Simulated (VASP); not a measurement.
TiTe2: single point with PBE

TiTe2:

```xyz
3
Lattice="3.7770 0.0000 0.0000 -1.8885 3.2710 0.0000 0.0000 0.0000 6.4980" Properties=species:S:1:pos:R:3 pbc="T T T"
Ti    0.0000    0.0000    0.0000
Te    1.8885    1.0903    1.7077
Te    0.0000    2.1807    4.7903
```

```yaml
Program: VASP 6.6.1
Task: single point
Functional: PBE
Potentials_or_basis: VASP PAW PBE potentials, release 64 (Ti_sv, Te)
Cutoff: 520 eV
k_mesh: 9 × 9 × 5
Occupations: methfessel-paxton, width 0.1 eV
Spin: no spin polarisation
Dipole_correction: no
Further_INCAR_settings: ALGO = Normal; EDIFF = 1e-07; NBANDS = 19
```

```yaml
Pressure: 0.9 GPa
Largest_force: 0.031 eV/Å
Band_gap_on_the_k_mesh: zero (band 12 reaches 7.21 eV, above the bottom of band 13 at 6.57 eV)
```

Forces in eV/Å, atoms in the order of the input:
```
Ti   0.000  0.000  0.000
Te   0.000  0.000  0.031
Te   0.000  0.000 -0.031
```

Stress tensor (GPa, compression positive):
```
0.61 0.00 0.00
0.00 0.61 0.00
0.00 0.00 1.40
```

Levels at points of the mesh, in eV from the Fermi level:
| k point | band 8 | band 9 | band 10 | band 11 | band 12 | band 13 | band 14 | band 15 | band 16 | band 17 |
| --- | --- | --- | --- | --- | --- | --- | --- | --- | --- | --- |
| (0.00, 0.00, 0.00) | -1.68 | -1.68 | 0.35 | 0.39 | 0.39 | 0.58 | 1.07 | 1.07 | 3.06 | 3.06 |

It took 74 s on 1 thread of Intel(R) Xeon(R) Platinum 8259CL CPU @ 2.50GHz (Skylake/Cascade Lake), on a shared host, peak memory 0.23 GiB.

Caveat: spin-orbit coupling is left out, which moves the levels of the heavy elements; this functional lacks dispersion, which binds the layers, so the pressure and a relaxed spacing across them are unreliable.
